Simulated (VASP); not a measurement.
# MgTl (P4/mmm) in VASP: further runs

The runs below take MgTl through single point, with LDA.

Everything below comes from runs of VASP 6.6.1. Logs are shortened: lines on timing, memory, paths and dates and some standing lists are left out, and cuts for length are marked.

**1. The cell of the first run**

It takes space group P4/mmm (No. 123, tetragonal). The conventional cell has a = 3.562 Å, b = 3.562 Å, c = 3.635 Å, α = 90.00°, β = 90.00°, γ = 90.00°. Within 4.1 Å of Mg (site symmetry 4/mmm) lie 8 Tl at 3.11 Å and 6 Mg at 3.56 to 3.63 Å. Within 4.1 Å of Tl (site symmetry 4/mmm) lie 8 Mg at 3.11 Å and 6 Tl at 3.56 to 3.63 Å.

**2. Single point, LDA (equal xx and yy strain of -2 %)**

Input file INCAR:

```
SYSTEM = MgTl
PREC     = Accurate       ! precision mode
ENCUT    = 520            ! plane-wave cutoff, eV
EDIFF    = 1E-6           ! SCF threshold, eV
ISMEAR   = -1             ! smearing method
SIGMA    = 0.05           ! smearing width, eV
LREAL    = .False.        ! projectors in reciprocal space
LASPH    = .True.         ! aspherical terms in the spheres
NELM     = 60             ! most SCF steps
ALGO     = Normal         ! electronic algorithm
ISIF     = 2              ! what is computed and relaxed
LWAVE    = .False.        ! write WAVECAR
LCHARG   = .False.        ! write CHGCAR
NBANDS   = 14             ! bands
```

Input file KPOINTS:

```
Automatic mesh
0
Gamma
  9 9 9
  0 0 0
```

Input file POSCAR:

```
MgTl
1.0
    3.5623000000      0.0000000000      0.0000000000
    0.0000000000      3.5623000000      0.0000000000
    0.0000000000      0.0000000000      3.6350000000
Mg Tl
1 1
Direct
    0.0000000000      0.0000000000      0.0000000000
    0.5000000000      0.5000000000      0.5000000000
```

Potentials or basis: VASP PAW LDA potentials, release 64 (Mg, Tl_d).

On the command line:

```bash
$ cat potpaw_LDA.64/Mg/POTCAR potpaw_LDA.64/Tl_d/POTCAR > POTCAR
$ mpirun -np 1 vasp_std > vasp.out
```

OUTCAR:

```text
SYSTEM = MgTl
   PREC = Accurate
   ENCUT = 520
   EDIFF = 1E-6
   ISMEAR = -1
   LREAL = .False.
   LASPH = .True.
   NELM = 60
   ISIF = 2

 ion  position               nearest neighbor table
   1  0.000  0.000  0.000-   2 3.11   2 3.11   2 3.11   2 3.11   2 3.11   2 3.11   2 3.11   2 3.11

   2  0.500  0.500  0.500-   1 3.11   1 3.11   1 3.11   1 3.11   1 3.11   1 3.11   1 3.11   1 3.11

  LATTYP: Found a simple tetragonal cell.
 ALAT       =     3.5623000000
 C/A-ratio  =     1.0204081633

  Lattice vectors:

 A1 = (   3.5623000000,   0.0000000000,   0.0000000000)
 A2 = (   0.0000000000,   3.5623000000,   0.0000000000)
 A3 = (   0.0000000000,   0.0000000000,   3.6350000000)

Analysis of symmetry for initial positions (statically):
=====================================================================
 Subroutine PRICEL returns:
 Original cell was already a primitive cell.

 Routine SETGRP: Setting up the symmetry group for a
 simple tetragonal supercell.

 Subroutine GETGRP returns: Found 16 space group operations
 (whereof 16 operations were pure point group operations)
 out of a pool of 16 trial point group operations.

The static configuration has the point symmetry D_4h.

Analysis of symmetry for dynamics (positions and initial velocities):
=====================================================================
 Subroutine PRICEL returns:
 Original cell was already a primitive cell.

 Routine SETGRP: Setting up the symmetry group for a
 simple tetragonal supercell.

 Subroutine GETGRP returns: Found 16 space group operations
 (whereof 16 operations were pure point group operations)
 out of a pool of 16 trial point group operations.

The dynamic configuration has the point symmetry D_4h.

 Subroutine INISYM returns: Found 16 space group operations
 (whereof 16 operations are pure point group operations),
 and found     1 'primitive' translations

----------------------------------------------------------------------------------------

                                     Primitive cell

  volume of cell :      46.1281

  direct lattice vectors                    reciprocal lattice vectors
     3.562300000  0.000000000  0.000000000     0.280717514  0.000000000  0.000000000
     0.000000000  3.562300000  0.000000000     0.000000000  0.280717514  0.000000000
     0.000000000  0.000000000  3.635000000     0.000000000  0.000000000  0.275103164

  length of vectors
     3.562300000  3.562300000  3.635000000     0.280717514  0.280717514  0.275103164

  position of ions in fractional coordinates (direct lattice)
     0.000000000  0.000000000  0.000000000
     0.500000000  0.500000000  0.500000000

  ion indices of the primitive-cell ions
   primitive index   ion index
                 1           1
                 2           2

----------------------------------------------------------------------------------------

 KPOINTS: Automatic mesh

Automatic generation of k-mesh.
 Grid dimensions read from file:
 generate k-points for:    9    9    9

 Generating k-lattice:

  Cartesian coordinates                     Fractional coordinates (reciprocal lattice)
     0.031190835  0.000000000  0.000000000     0.111111111  0.000000000  0.000000000
     0.000000000  0.031190835  0.000000000     0.000000000  0.111111111  0.000000000
     0.000000000  0.000000000  0.030567018     0.000000000  0.000000000  0.111111111

  Length of vectors
     0.031190835  0.031190835  0.030567018

  Shift w.r.t. Gamma in fractional coordinates (k-lattice)
     0.000000000  0.000000000  0.000000000

 Subroutine IBZKPT returns following result:
 ===========================================

 Found     75 irreducible k-points:

 Following reciprocal coordinates:
            Coordinates               Weight
  0.000000  0.000000  0.000000      1.000000
  0.111111  0.000000  0.000000      4.000000
  0.222222  0.000000  0.000000      4.000000
  0.333333  0.000000  0.000000      4.000000
  0.444444  0.000000  0.000000      4.000000
  0.111111  0.111111  0.000000      4.000000
[... 16 lines left out ...]
  0.333333  0.111111  0.111111     16.000000
  0.444444  0.111111  0.111111     16.000000
 [... further k-points ...]
   k-points           NKPTS =     75   k-points in BZ     NKDIM =     75   number of bands    NBANDS=     14
   number of dos      NEDOS =    301   number of ions     NIONS =      2
   total plane-waves  NPLWV =  21952
   dimension x,y,z NGX =    28 NGY =   28 NGZ =   28
   dimension x,y,z NGXF=    56 NGYF=   56 NGZF=   56
   ions per type =               1   1
   NGX,Y,Z   is equivalent  to a cutoff of  13.07, 13.07, 12.81 a.u.
   NGXF,Y,Z  is equivalent  to a cutoff of  26.13, 26.13, 25.61 a.u.
 SYSTEM =  MgTl
   PREC   = accura    normal or accurate (medium, high low for compatibility)
   ISTART =      0    job   : 0-new  1-cont  2-samecut
   ICHARG =      2    charge: 1-file 2-atom 10-const
   ISPIN  =      1    spin polarized calculation?
   LNONCOLLINEAR =      F non collinear calculations
   LSORBIT =      F    spin-orbit coupling
   LASPH  =      T    aspherical Exc in radial PAW
   ENCUT  =  520.0 eV  38.22 Ry    6.18 a.u.   6.62  6.62  6.76*2*pi/ulx,y,z
   NELM   =     60;   NELMIN=  2; NELMDL= -5     # of ELM steps
   EDIFF  = 0.1E-05   stopping-criterion for ELM
   LREAL  =      F    real-space projection
   EDIFFG = 0.1E-04   stopping-criterion for IOM
   NSW    =      0    number of steps for IOM
   IBRION =     -1    ionic relax: 0-MD 1-quasi-New 2-CG
   NFREE  =      0    steps in history (QN), initial steepest desc. (CG)
   ISIF   =      2    stress and relaxation
   ISYM   =      2    0-nonsym 1-usesym 2-fastsym
   POTIM  = 0.5000    time-step for ionic-motion
   TEBEG  =    0.0;   TEEND  =   0.0 temperature during run
   PSTRESS=    0.0 pullay stress
   NELECT =      15.0000    total number of electrons
   NUPDOWN=      -1.0000    fix difference up-down
   EMIN   =  10.00;   EMAX   =-10.00  energy-range for DOS
   EFERMI =   0.00;   METHOD = LEGACY
   ISMEAR =    -1;   SIGMA  =   0.05  broadening in eV -4-tet -1-fermi 0-gaus
   EFERMI_NEDOS =   21; number of points for ismear=-14 and -15
   IALGO  =     38    algorithm
   IMIX   =      4    mixing-type and parameters
     AMIX     =   0.40;   BMIX     =  1.00
     AMIX_MAG =   1.60;   BMIX_MAG =  1.00
  volume/ion in A,a.u.               =      23.06       155.64
  Fermi-wavevector in a.u.,A,eV,Ry     =   1.125771  2.127399 17.243489  1.267361
  Thomas-Fermi vector in A             =   2.262450
   LORBIT       =      0    0 simple, 1 ext, 2 COOP (PROOUT), +10 PAW based schemes
   GGA     = CA    functional components
   LHFCALC =     F    Hartree Fock is set to
   AEXX    =    0.0000 exact exchange contribution
   IVDW    =     0    specifies the selected vdW correction
   LEPSILON=     F    determine dielectric tensor
   LRPA    =     F    only Hartree local field effects (RPA)
 non-spin polarized calculation
  energy-cutoff  :      520.00
  volume of cell :       46.13
 maximum number of plane-waves:      1265
 NGX is ok and might be reduce to    28
   NGX = 13   NGY = 13   NGZ = 13

 number of electron      15.0000001 magnetization

 Free energy of the ion-electron system (eV)
  ---------------------------------------------------
  ext. energy  EPLUGINS =         0.00000000
  ---------------------------------------------------
  free energy    TOTEN  =        -5.07603139 eV

  energy without entropy =       -5.06909912  energy(sigma->0) =       -5.07256525

 E-fermi :   5.7969     XC(G=0): -10.1536

 val. band max:        5.7925217306   @ k =   0.3333   0.2222   0.0000
 cond. band min:       5.7995649180   @ k =   0.2222   0.2222   0.2222
 fundamental gap:      0.0070431874
 Fermi energy:         5.7969214841

 k-point     1 :       0.0000    0.0000    0.0000
  band No.  band energies     occupation
      1      -6.1439      2.00000
      2      -6.1150      2.00000
      3      -5.7372      2.00000
      4      -5.7372      2.00000
      5      -5.7253      2.00000
      6      -4.1210      2.00000
      7       7.8737      0.00000
      8       8.3330      0.00000
      9       8.3330      0.00000
     10       9.3745      0.00000
     11      11.1062      0.00000
     12      11.2651      0.00000
     13      19.5505      0.00000
     14      19.6861      0.00000

 k-point     2 :       0.1111    0.0000    0.0000
  band No.  band energies     occupation
      1      -6.1238      2.00000
      2      -6.0903      2.00000
      3      -5.7561      2.00000
      4      -5.7435      2.00000
      5      -5.7352      2.00000
      6      -3.9696      2.00000
      7       6.6108      0.00000
      8       8.0464      0.00000
      9       8.5053      0.00000
     10       9.9199      0.00000
     11      11.2212      0.00000
     12      12.7212      0.00000
     13      17.8358      0.00000
     14      18.2531      0.00000

 k-point     3 :       0.2222    0.0000    0.0000
  band No.  band energies     occupation
      1      -6.1073      2.00000
      2      -5.9998      2.00000
      3      -5.8031      2.00000
      4      -5.7888      2.00000
      5      -5.7301      2.00000
      6      -3.5092      2.00000
      7       4.4124      2.00000
      8       8.5436      0.00000
      9       9.0016      0.00000
     10      10.3500      0.00000
     11      11.4024      0.00000
     12      15.4718      0.00000
     13      15.8917      0.00000
     14      16.3186      0.00000
[... 324 lines left out ...]
 k-point    23 :       0.3333    0.1111    0.1111
  band No.  band energies     occupation
      1      -6.0345      2.00000
      2      -5.8819      2.00000
      3      -5.8656      2.00000
      4      -5.8596      2.00000
      5      -5.7584      2.00000
      6      -2.4789      2.00000
      7       2.7622      2.00000
      8       7.6838      0.00000
      9       8.3120      0.00000
     10      11.8933      0.00000
     11      12.4777      0.00000
     12      13.3276      0.00000
     13      14.5377      0.00000
     14      16.3842      0.00000

 k-point    24 :       0.4444    0.1111    0.1111
  band No.  band energies     occupation
      1      -6.0252      2.00000
      2      -5.9185      2.00000
      3      -5.9005      2.00000
      4      -5.7960      2.00000
      5      -5.7532      2.00000
      6      -1.6543      2.00000
      7       1.3167      2.00000
      8       8.4371      0.00000
      9       9.2021      0.00000
     10      10.7257      0.00000
     11      11.2191      0.00000
     12      14.0864      0.00000
     13      14.7798      0.00000
     14      15.6430      0.00000

 [... further k-points ...]

------------------------ aborting loop because EDIFF is reached ----------------------------------------

  FORCE on cell =-STRESS in cart. coord.  units (eV):
  Direction    XX          YY          ZZ          XY          YZ          ZX
  --------------------------------------------------------------------------------------
  -------------------------------------------------------------------------------------
  Total       -0.3681119     -0.3681119     -0.2842740      0.0000000      0.0000000     -0.0000000
  in kB      -12.7857158    -12.7857158     -9.8737547      0.0000000      0.0000000     -0.0000000
  external PRESSURE =     -11.8150621 kB  Pullay stress =       0.0000000 kB

 VOLUME and BASIS-vectors are now :
 -----------------------------------------------------------------------------
  energy-cutoff  :      520.00
  volume of cell :       46.13
      direct lattice vectors                 reciprocal lattice vectors
     3.562300000  0.000000000  0.000000000     0.280717514  0.000000000  0.000000000
     0.000000000  3.562300000  0.000000000     0.000000000  0.280717514  0.000000000
     0.000000000  0.000000000  3.635000000     0.000000000  0.000000000  0.275103164

 POSITION                                       TOTAL-FORCE (eV/Angst)
 -----------------------------------------------------------------------------------
      0.00000      0.00000      0.00000         0.000000      0.000000      0.000000
      1.78115      1.78115      1.81750         0.000000      0.000000      0.000000
 -----------------------------------------------------------------------------------
    total drift:                                0.000000      0.000000      0.000000

  FREE ENERGIE OF THE ION-ELECTRON SYSTEM (eV)
  ---------------------------------------------------
  free  energy   TOTEN  =        -5.0760313856 eV

  energy  without entropy=       -5.0690991190  energy(sigma->0) =       -5.07256525
```

Run time: 28 s. Hardware: 1 thread of Intel Xeon Platinum 8259CL at 2.50GHz (Skylake/Cascade Lake), shared host; peak memory 0.18 GiB.

Results:

| Property | Result |
| --- | --- |
| Free energy | -5.0760 eV |
| Pressure | -1.2 GPa |
| Band gap on the k mesh | zero (an odd number of electrons rules out a gap without spin polarisation) |

Stress tensor (GPa, compression positive):
```
-1.28  0.00  0.00
 0.00 -1.28  0.00
 0.00  0.00 -0.99
```

Levels at points of the mesh, in eV from the Fermi level:
```csv
k point,band 3,band 4,band 5,band 6,band 7,band 8,band 9,band 10,band 11,band 12
"(0.00, 0.00, 0.00)",-11.53,-11.53,-11.52,-9.92,2.08,2.54,2.54,3.58,5.31,5.47
```

Caveat: the cell differs from its parent crystal (equal xx and yy strain of -2 %); spin-orbit coupling is left out, which moves the levels of the heavy elements.

**3. Single point, LDA (equal xx and yy strain of -1 %)**

Input file INCAR:

```
PREC = Accurate
ENCUT = 520
EDIFF = 1E-6
ISMEAR = -1
SIGMA = 0.05
LREAL = F
LASPH = T
NELM = 100
ALGO = Normal
ISIF = 2
LWAVE = F
LCHARG = F
NBANDS = 14
```

Input file KPOINTS:

```
regular mesh
0
Gamma
  9 9 9
```

Input file POSCAR:

```
MgTl
1.0
    3.5986500000      0.0000000000      0.0000000000
    0.0000000000      3.5986500000      0.0000000000
    0.0000000000      0.0000000000      3.6350000000
Mg Tl
1 1
Direct
    0.0000000000      0.0000000000      0.0000000000
    0.5000000000      0.5000000000      0.5000000000
```

Potentials or basis: VASP PAW LDA potentials, release 64 (Mg, Tl_d).

On the command line:

```bash
$ cat potpaw_LDA.64/Mg/POTCAR potpaw_LDA.64/Tl_d/POTCAR > POTCAR
$ mpirun -np 1 vasp_std > vasp.out
```

It took 29 s on 1 thread of Intel Xeon Platinum 8259CL at 2.50GHz (Skylake/Cascade Lake), shared host; peak memory 0.18 GiB.

The run converged. Its results:

```
Free energy            : -5.0663 eV
Pressure               : -2.0 GPa
Band gap on the k mesh : zero (an odd number of electrons rules out a gap without spin polarisation)
```

Stress tensor (GPa, compression positive):
```
-2.11  0.00  0.00
 0.00 -2.11  0.00
 0.00  0.00 -1.74
```

Levels at points of the mesh, in eV from the Fermi level:
```
           k point  band 4  band 5  band 6  band 7  band 8  band 9  band 10  band 11
(0.00, 0.00, 0.00)  -11.49  -11.49   -9.78    2.22    2.44    2.44     3.44     5.30
```

Caveat: the cell differs from its parent crystal (equal xx and yy strain of -1 %); spin-orbit coupling is left out, which moves the levels of the heavy elements.

The gap in the log of VASP goes by the Fermi energy; the results here count the filled bands.